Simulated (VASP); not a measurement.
# BaZrO3 (Pm-3m) in VASP: further runs

Runs on BaZrO3. Level: HSE06. Tasks: single point.

Everything below comes from runs of VASP 6.6.1. Logs are shortened: lines on timing, memory, paths and dates and some standing lists are left out, and cuts for length are marked.

### Step 1. The cell of the first run

The structure is cubic, space group Pm-3m (No. 221). Conventional cell: a = 4.121 Å, b = 4.121 Å, c = 4.121 Å, α = 90.00°, β = 90.00°, γ = 90.00°. Ba (site symmetry m-3m) has 12 O at 2.91 Å and 8 Zr at 3.57 Å within 3.8 Å. Within 2.7 Å of Zr (site symmetry m-3m) lie 6 O at 2.06 Å. Within 2.7 Å of O (site symmetry 4/mmm) lie 2 Zr at 2.06 Å.

### Step 2. Single point, HSE06 (strain -2.0%)

POSCAR

```
BaZrO3
1.0
    4.1212478159      0.0000000000      0.0000000000
    0.0000000000      4.1212478159      0.0000000000
    0.0000000000      0.0000000000      4.1212478159
Ba Zr O
1 1 3
Direct
    0.0000000000      0.0000000000      0.0000000000
    0.5000000000      0.5000000000      0.5000000000
    0.5000000000      0.5000000000      0.0000000000
    0.5000000000      0.0000000000      0.5000000000
    0.0000000000      0.5000000000      0.5000000000
```

INCAR.step1

```
SYSTEM = BaZrO3
ALGO = Normal ; EDIFF = 1E-5
ENCUT = 520 ; GGA = PE
ISIF = 2 ; ISMEAR = 0
LASPH = .True. ; LCHARG = .False.
LREAL = .False. ; LWAVE = .True.
NBANDS = 28 ; NELM = 80
PREC = Accurate ; SIGMA = 0.01
```

INCAR.step2

```
SYSTEM = BaZrO3
ALGO = Normal ; EDIFF = 1E-7
ENCUT = 520 ; GGA = PE
HFSCREEN = 0.2079 ; ISIF = 2
ISMEAR = 0 ; ISTART = 1
LASPH = .True. ; LCHARG = .False.
LHFCALC = .True. ; LREAL = .False.
LWAVE = .False. ; NBANDS = 28
NELM = 80 ; PREC = Accurate
PRECFOCK = Fast ; SIGMA = 0.01
```

KPOINTS

```
k-points
0
Gamma
  4 4 4
  0 0 0
```

Potentials or basis: VASP PAW PBE potentials, release 64 (Ba_sv, Zr_sv, O).

On the command line:

```
$ cat potpaw_PBE.64/Ba_sv/POTCAR potpaw_PBE.64/Zr_sv/POTCAR potpaw_PBE.64/O/POTCAR > POTCAR
$ cp INCAR.step1 INCAR
$ mpirun -np 1 vasp_std > vasp.out
$ cp INCAR.step2 INCAR
$ mpirun -np 1 vasp_std > vasp.out
```

OUTCAR:

```text
SYSTEM = BaZrO3
   EDIFF = 1E-7
   ENCUT = 520
   GGA = PE
   HFSCREEN = 0.2079
   ISIF = 2
   ISMEAR = 0
   ISTART = 1
   LASPH = .True.
   LHFCALC = .True.
   LREAL = .False.
   NELM = 80
   PREC = Accurate
   PRECFOCK = Fast

 ion  position               nearest neighbor table
   1  0.000  0.000  0.000-   3 2.91   4 2.91   5 2.91   4 2.91   5 2.91   3 2.91   5 2.91   5 2.91
                             3 2.91   4 2.91   4 2.91   3 2.91   2 3.57   2 3.57   2 3.57   2 3.57
   2  0.500  0.500  0.500-   3 2.06   4 2.06   5 2.06   3 2.06   4 2.06   5 2.06   1 3.57   1 3.57
                             1 3.57   1 3.57   1 3.57   1 3.57   1 3.57   1 3.57
   3  0.500  0.500  0.000-   2 2.06   2 2.06   1 2.91   1 2.91   1 2.91   1 2.91
   4  0.500  0.000  0.500-   2 2.06   2 2.06   1 2.91   1 2.91   1 2.91   1 2.91
   5  0.000  0.500  0.500-   2 2.06   2 2.06   1 2.91   1 2.91   1 2.91   1 2.91

  LATTYP: Found a simple cubic cell.
 ALAT       =     4.1212478159

  Lattice vectors:

 A1 = (   4.1212478159,   0.0000000000,   0.0000000000)
 A2 = (   0.0000000000,   4.1212478159,   0.0000000000)
 A3 = (   0.0000000000,   0.0000000000,   4.1212478159)

Analysis of symmetry for initial positions (statically):
=====================================================================
 Subroutine PRICEL returns:
 Original cell was already a primitive cell.

 Routine SETGRP: Setting up the symmetry group for a
 simple cubic supercell.

 Subroutine GETGRP returns: Found 48 space group operations
 (whereof 48 operations were pure point group operations)
 out of a pool of 48 trial point group operations.

The static configuration has the point symmetry O_h .

Analysis of symmetry for dynamics (positions and initial velocities):
=====================================================================
 Subroutine PRICEL returns:
 Original cell was already a primitive cell.

 Routine SETGRP: Setting up the symmetry group for a
 simple cubic supercell.

 Subroutine GETGRP returns: Found 48 space group operations
 (whereof 48 operations were pure point group operations)
 out of a pool of 48 trial point group operations.

The dynamic configuration has the point symmetry O_h .

 Subroutine INISYM returns: Found 48 space group operations
 (whereof 48 operations are pure point group operations),
 and found     1 'primitive' translations

----------------------------------------------------------------------------------------

                                     Primitive cell

  volume of cell :      69.9981

  direct lattice vectors                    reciprocal lattice vectors
     4.121247816  0.000000000  0.000000000     0.242644957  0.000000000  0.000000000
     0.000000000  4.121247816  0.000000000     0.000000000  0.242644957  0.000000000
     0.000000000  0.000000000  4.121247816     0.000000000  0.000000000  0.242644957

  length of vectors
     4.121247816  4.121247816  4.121247816     0.242644957  0.242644957  0.242644957

  position of ions in fractional coordinates (direct lattice)
     0.000000000  0.000000000  0.000000000
     0.500000000  0.500000000  0.500000000
     0.500000000  0.500000000  0.000000000
     0.500000000  0.000000000  0.500000000
     0.000000000  0.500000000  0.500000000

  ion indices of the primitive-cell ions
   primitive index   ion index
                 1           1
                 2           2
                 3           3
                 4           4
                 5           5

----------------------------------------------------------------------------------------

 KPOINTS: k-points

Automatic generation of k-mesh.
 Grid dimensions read from file:
 generate k-points for:    4    4    4

 Generating k-lattice:

  Cartesian coordinates                     Fractional coordinates (reciprocal lattice)
     0.060661239  0.000000000  0.000000000     0.250000000  0.000000000  0.000000000
     0.000000000  0.060661239  0.000000000     0.000000000  0.250000000  0.000000000
     0.000000000  0.000000000  0.060661239     0.000000000  0.000000000  0.250000000

  Length of vectors
     0.060661239  0.060661239  0.060661239

  Shift w.r.t. Gamma in fractional coordinates (k-lattice)
     0.000000000  0.000000000  0.000000000

 Subroutine IBZKPT returns following result:
 ===========================================

 Found     10 irreducible k-points:

 Following reciprocal coordinates:
            Coordinates               Weight
  0.000000  0.000000  0.000000      1.000000
  0.250000  0.000000  0.000000      6.000000
  0.500000  0.000000  0.000000      3.000000
  0.250000  0.250000  0.000000     12.000000
  0.500000  0.250000  0.000000     12.000000
  0.500000  0.500000  0.000000      3.000000
  0.250000  0.250000  0.250000      8.000000
  0.500000  0.250000  0.250000     12.000000
  0.500000  0.500000  0.250000      6.000000
  0.500000  0.500000  0.500000      1.000000
   k-points           NKPTS =     10   k-points in BZ     NKDIM =     64   number of bands    NBANDS=     28
   number of dos      NEDOS =    301   number of ions     NIONS =      5
   total plane-waves  NPLWV =  32768
   dimension x,y,z NGX =    32 NGY =   32 NGZ =   32
   dimension x,y,z NGXF=    64 NGYF=   64 NGZF=   64
   ions per type =               1   1   3
   NGX,Y,Z   is equivalent  to a cutoff of  12.91, 12.91, 12.91 a.u.
   NGXF,Y,Z  is equivalent  to a cutoff of  25.82, 25.82, 25.82 a.u.
 SYSTEM =  BaZrO3
   PREC   = accura    normal or accurate (medium, high low for compatibility)
   ISTART =      1    job   : 0-new  1-cont  2-samecut
   ICHARG =      0    charge: 1-file 2-atom 10-const
   ISPIN  =      1    spin polarized calculation?
   LNONCOLLINEAR =      F non collinear calculations
   LSORBIT =      F    spin-orbit coupling
   LASPH  =      T    aspherical Exc in radial PAW
   ENCUT  =  520.0 eV  38.22 Ry    6.18 a.u.   7.66  7.66  7.66*2*pi/ulx,y,z
   NELM   =     80;   NELMIN=  2; NELMDL=  0     # of ELM steps
   EDIFF  = 0.1E-06   stopping-criterion for ELM
   LREAL  =      F    real-space projection
   EDIFFG = 0.1E-05   stopping-criterion for IOM
   NSW    =      0    number of steps for IOM
   IBRION =     -1    ionic relax: 0-MD 1-quasi-New 2-CG
   NFREE  =      0    steps in history (QN), initial steepest desc. (CG)
   ISIF   =      2    stress and relaxation
   ISYM   =      3    0-nonsym 1-usesym 2-fastsym
   POTIM  = 0.5000    time-step for ionic-motion
   TEBEG  =    0.0;   TEEND  =   0.0 temperature during run
   PSTRESS=    0.0 pullay stress
   NELECT =      40.0000    total number of electrons
   NUPDOWN=      -1.0000    fix difference up-down
   EMIN   =  10.00;   EMAX   =-10.00  energy-range for DOS
   EFERMI =   0.00;   METHOD = LEGACY
   ISMEAR =     0;   SIGMA  =   0.01  broadening in eV -4-tet -1-fermi 0-gaus
   EFERMI_NEDOS =   21; number of points for ismear=-14 and -15
   IALGO  =     38    algorithm
   IMIX   =      1    mixing-type and parameters
     AMIX     =   0.40;   BMIX     =  1.00
     AMIX_MAG =   1.60;   BMIX_MAG =  1.00
  volume/ion in A,a.u.               =      14.00        94.47
  Fermi-wavevector in a.u.,A,eV,Ry     =   1.358520  2.567231 25.110601  1.845577
  Thomas-Fermi vector in A             =   2.485346
   LORBIT       =      0    0 simple, 1 ext, 2 COOP (PROOUT), +10 PAW based schemes
   GGA     = PE    functional components
   LHFCALC =     T    Hartree Fock is set to
   PRECFOCK=fast      Normal, Fast or Accurate (Low or Medium for compatibility)
   ENCUT4O =  -1.0   cutoff for four orbital integrals eV
   NKREDX  =     1    reduce k-point grid by
   NKREDY  =     1    reduce k-point grid by
   NKREDZ  =     1    reduce k-point grid by
   AEXX    =    0.2500 exact exchange contribution
   HFSCREEN=    0.2079 screening length (either q_TF or 0.3 A-1)
   HFSCREENC=   0.2079 screening length for correlation (either q_TF or 0.3 A-1)
   ENCUTFOCK=  -1.0 apply spherical cutoff to Coloumb kernel
   IVDW    =     0    specifies the selected vdW correction
   LEPSILON=     F    determine dielectric tensor
   LRPA    =     F    only Hartree local field effects (RPA)
 non-spin polarized calculation
 Gauss-broadening in eV      SIGMA  =   0.01
  energy-cutoff  :      520.00
  volume of cell :       70.00
 maximum number of plane-waves:      1924
 NGX is ok and might be reduce to    32
  NGX = 18; NGY = 18; NGZ = 18

 number of electron      40.0000022 magnetization

 Free energy of the ion-electron system (eV)
  ---------------------------------------------------
  ext. energy  EPLUGINS =         0.00000000
  ---------------------------------------------------
  free energy    TOTEN  =       -49.67653504 eV

  energy without entropy =      -49.67653504  energy(sigma->0) =      -49.67653504

 E-fermi :   3.2207     XC(G=0):  -9.0683

 val. band max:        3.1094790115   @ k =   0.5000   0.5000   0.5000
 cond. band min:       7.9003649429   @ k =   0.0000   0.0000   0.0000
 fundamental gap:      4.7908859314
 Fermi energy:         3.2206681852

 k-point     1 :       0.0000    0.0000    0.0000
  band No.  band energies     occupation
      1     -46.4332      2.00000
      2     -23.4136      2.00000
      3     -23.3027      2.00000
      4     -23.3027      2.00000
      5     -23.3027      2.00000
      6     -14.9402      2.00000
[... 20 lines left out ...]
     27      12.7937      0.00000
     28      12.7937      0.00000

 k-point     2 :       0.2500    0.0000    0.0000
  band No.  band energies     occupation
      1     -46.4305      2.00000
      2     -23.6744      2.00000
      3     -23.2960      2.00000
      4     -23.2960      2.00000
      5     -23.1930      2.00000
      6     -15.0333      2.00000
[... 20 lines left out ...]
     27      12.8001      0.00000
     28      12.9591      0.00000

 k-point     3 :       0.5000    0.0000    0.0000
  band No.  band energies     occupation
      1     -46.4278      2.00000
      2     -23.8678      2.00000
      3     -23.2893      2.00000
      4     -23.2893      2.00000
      5     -23.1351      2.00000
      6     -15.1832      2.00000
[... 182 lines left out ...]
      3     -23.6742      2.00000
      4     -23.4793      2.00000
      5     -23.2462      2.00000
      6     -14.1525      2.00000
[... 20 lines left out ...]
     27      13.3761      0.00000
     28      14.6730      0.00000

 k-point    10 :       0.5000    0.5000    0.5000
  band No.  band energies     occupation
      1     -46.4173      2.00000
      2     -23.6653      2.00000
      3     -23.6653      2.00000
      4     -23.6653      2.00000
      5     -23.2205      2.00000
      6     -13.4100      2.00000
[... 20 lines left out ...]
     27      14.3730      0.00000
     28      14.3730      0.00000

------------------------ aborting loop because EDIFF is reached ----------------------------------------

  FORCE on cell =-STRESS in cart. coord.  units (eV):
  Direction    XX          YY          ZZ          XY          YZ          ZX
  --------------------------------------------------------------------------------------
  -------------------------------------------------------------------------------------
  Total        4.6958522      4.6958522      4.6958522     -0.0000000     -0.0000000     -0.0000000
  in kB      107.4827602    107.4827602    107.4827602     -0.0000000     -0.0000000     -0.0000000
  external PRESSURE =     107.4827602 kB  Pullay stress =       0.0000000 kB

 VOLUME and BASIS-vectors are now :
 -----------------------------------------------------------------------------
  energy-cutoff  :      520.00
  volume of cell :       70.00
      direct lattice vectors                 reciprocal lattice vectors
     4.121247816  0.000000000  0.000000000     0.242644957  0.000000000  0.000000000
     0.000000000  4.121247816  0.000000000     0.000000000  0.242644957  0.000000000
     0.000000000  0.000000000  4.121247816     0.000000000  0.000000000  0.242644957

 POSITION                                       TOTAL-FORCE (eV/Angst)
 -----------------------------------------------------------------------------------
      0.00000      0.00000      0.00000         0.000000      0.000000      0.000000
      2.06062      2.06062      2.06062         0.000000      0.000000      0.000000
      2.06062      2.06062      0.00000         0.000000      0.000000      0.000000
      2.06062      0.00000      2.06062         0.000000      0.000000      0.000000
      0.00000      2.06062      2.06062         0.000000      0.000000      0.000000
 -----------------------------------------------------------------------------------
    total drift:                               -0.000000      0.000000      0.000000

  FREE ENERGIE OF THE ION-ELECTRON SYSTEM (eV)
  ---------------------------------------------------
  free  energy   TOTEN  =       -49.6765350366 eV

  energy  without entropy=      -49.6765350366  energy(sigma->0) =      -49.67653504
```

It took 42 min on 1 thread of Oxide Virtual Turin-like, shared host; peak memory 0.27 GiB.

What came out:

* Free energy: -49.6765 eV
* Pressure: 10.7 GPa
* Band gap on the k mesh: 4.79 eV (least direct gap 5.03 eV)

Caveat: the cell differs from its parent crystal (strain -2.0%); the cell stands under pressure; the PAW data sets were made with another functional, which shifts forces and pressure a little; spin-orbit coupling is left out, which moves the levels of the heavy elements. A k mesh can miss the band edges.

(Part 1 of 2 ends here.)
